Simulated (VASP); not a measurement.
Here is a VASP 6.6.1 calculation.

Contents of INCAR:

```
PREC = Accurate
ENCUT = 600
EDIFF = 1E-7
ISMEAR = -1
SIGMA = 0.05
LREAL = False
LASPH = True
NELM = 100
ALGO = Normal
ISIF = 3
LWAVE = False
LCHARG = False
GGA = PS
IVDW = 12
IBRION = 2
NSW = 60
EDIFFG = -0.01
```

The input KPOINTS:

```
regular mesh
0
Gamma
  10 10 10
```

Contents of POSCAR:

```
GaN
1.0
    0.0000000000      2.2535006075      2.2535006075
    2.2535006075      0.0000000000      2.2535006075
    2.2535006075      2.2535006075      0.0000000000
Ga N
1 1
Direct
    0.0000000000      0.0000000000      0.0000000000
    0.2500000000      0.2500000000      0.2500000000
```

Potentials or basis: VASP PAW PBE potentials, release 64 (Ga_d, N).

The run is started by

```bash
$ cat potpaw_PBE.64/Ga_d/POTCAR potpaw_PBE.64/N/POTCAR > POTCAR
$ mpirun -np 1 vasp_std > vasp.out
```

Problem. Predict the band gap on the k mesh.

Solution. 1.84 eV.

Problem. What does it give for the dispersion energy per atom?

Solution. -0.226 eV.

The path:
```tsv
step	energy change (eV)	largest force (eV/Å)	pressure (GPa)	volume (Å³)
1	0.0000	0.0000	-4.63	22.89
2	-0.0006	0.0000	4.80	21.81
3	-0.0083	0.0000	-0.04	22.33
```

Caveat: the PAW data sets were made with another functional, which shifts forces and pressure a little.
